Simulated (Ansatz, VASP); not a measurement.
**Two plane-wave programs on Si7Ge**

Contents of POSCAR:

```
Si7Ge
1.0
    0.0000000000     -5.4679684317      0.0000000000
    0.0000000000      0.0000000000     -5.4679684317
   11.6859368634      0.0000000000      0.0000000000
Si Ge
14 2
Direct
    0.7475692418      0.7475692418      0.0590646526
    0.7475692418      0.7475692418      0.5269747993
    0.5000000000      0.5000000000      0.8767700328
    0.5000000000      0.5000000000      0.4088598862
    0.5000000000      0.0000000000      0.1749048128
    0.5000000000      0.0000000000      0.6428149595
    0.0000000000      0.5000000000      0.1749048128
    0.0000000000      0.5000000000      0.6428149595
    0.7475692418      0.2524307582      0.2907449731
    0.7475692418      0.2524307582      0.7586551197
    0.2524307582      0.7475692418      0.2907449731
    0.2524307582      0.7475692418      0.7586551197
    0.2524307582      0.2524307582      0.0590646526
    0.2524307582      0.2524307582      0.5269747993
    0.0000000000      0.0000000000      0.8767700328
    0.0000000000      0.0000000000      0.4088598862
```

INCAR.step1

```
SYSTEM = Si7Ge
PREC = Accurate ; ENCUT = 520
ISMEAR = 0 ; SIGMA = 0.05
LREAL = Auto ; LASPH = .True.
NELM = 80 ; NBANDS = 56
GGA = PE ; ALGO = Normal
EDIFF = 1E-4 ; LWAVE = .True.
LCHARG = .False.
```

File INCAR.step2:

```
SYSTEM = Si7Ge
PREC = Accurate ; ENCUT = 520
EDIFF = 1E-7 ; ISMEAR = 0
SIGMA = 0.05 ; LREAL = Auto
LASPH = .True. ; NELM = 80
ALGO = Normal ; ISIF = 2
LWAVE = .False. ; LCHARG = .False.
METAGGA = R2SCAN ; LMIXTAU = .True.
NBANDS = 56 ; ISTART = 1
```

Contents of KPOINTS:

```
regular mesh
0
Gamma
  6 6 3
  0 0 0
```

Input for Ansatz:

```yaml
crystal:
  lattice:
    - [0.0, -5.4679684317, 0.0]
    - [0.0, 0.0, -5.4679684317]
    - [11.6859368634, 0.0, 0.0]
  atoms:
    - { symbol: Si, position: [0.7475692418, 0.7475692418, 0.0590646526] }
    - { symbol: Si, position: [0.7475692418, 0.7475692418, 0.5269747993] }
    - { symbol: Si, position: [0.5, 0.5, 0.8767700328] }
    - { symbol: Si, position: [0.5, 0.5, 0.4088598862] }
    - { symbol: Si, position: [0.5, 0.0, 0.1749048128] }
    - { symbol: Si, position: [0.5, 0.0, 0.6428149595] }
    - { symbol: Si, position: [0.0, 0.5, 0.1749048128] }
    - { symbol: Si, position: [0.0, 0.5, 0.6428149595] }
    - { symbol: Si, position: [0.7475692418, 0.2524307582, 0.2907449731] }
    - { symbol: Si, position: [0.7475692418, 0.2524307582, 0.7586551197] }
    - { symbol: Si, position: [0.2524307582, 0.7475692418, 0.2907449731] }
    - { symbol: Si, position: [0.2524307582, 0.7475692418, 0.7586551197] }
    - { symbol: Si, position: [0.2524307582, 0.2524307582, 0.0590646526] }
    - { symbol: Si, position: [0.2524307582, 0.2524307582, 0.5269747993] }
    - { symbol: Ge, position: [0.0, 0.0, 0.8767700328] }
    - { symbol: Ge, position: [0.0, 0.0, 0.4088598862] }
basis:
  ecutwfc: 500
kpoints:
  mp_grid: { grid: [6, 6, 3] }
hamiltonian:
  xc: r2scan
scf:
  occupations: { method: gaussian, width: 0.05 }
output:
  forces: true
  stress: true
  eigenvalues: true
```

Alike in both runs: task single point; functional r2SCAN; k mesh 6 × 6 × 3; occupations gaussian, width 0.05 eV; no spin polarisation.

|  | VASP | Ansatz |
| --- | --- | --- |
| version | VASP 6.6.1 | Ansatz 0.2.0 |
| potentials or method | VASP PAW PBE potentials, release 64 (Si, Ge_d), cutoff 520 eV | scalar-relativistic, plane waves, PAW |
| valence electrons in the cell | 84 | 84 |

Ansatz gave:

- gap on the k mesh at the Fermi level (eV): none
- pressure (GPa): -3.1
- traceless stress, the component that is largest in VASP (GPa): -3.59
- rms of the force components (eV/Å): 0.710

**Question.** Which values does VASP return?

**Answer.** gap on the k mesh at the Fermi level (eV): none; pressure (GPa): -3.3; traceless stress, the component that is largest in VASP (GPa): -3.62; rms of the force components (eV/Å): 0.709.

VASP's potentials were made for PBE, not for r2SCAN. Atom by atom the forces differ by 0.006 eV/Å (rms over components). A gap of «none» marks a metal or a gap that the smearing closes. The functional is the same, so the differences come from potentials, cutoffs and numerics.
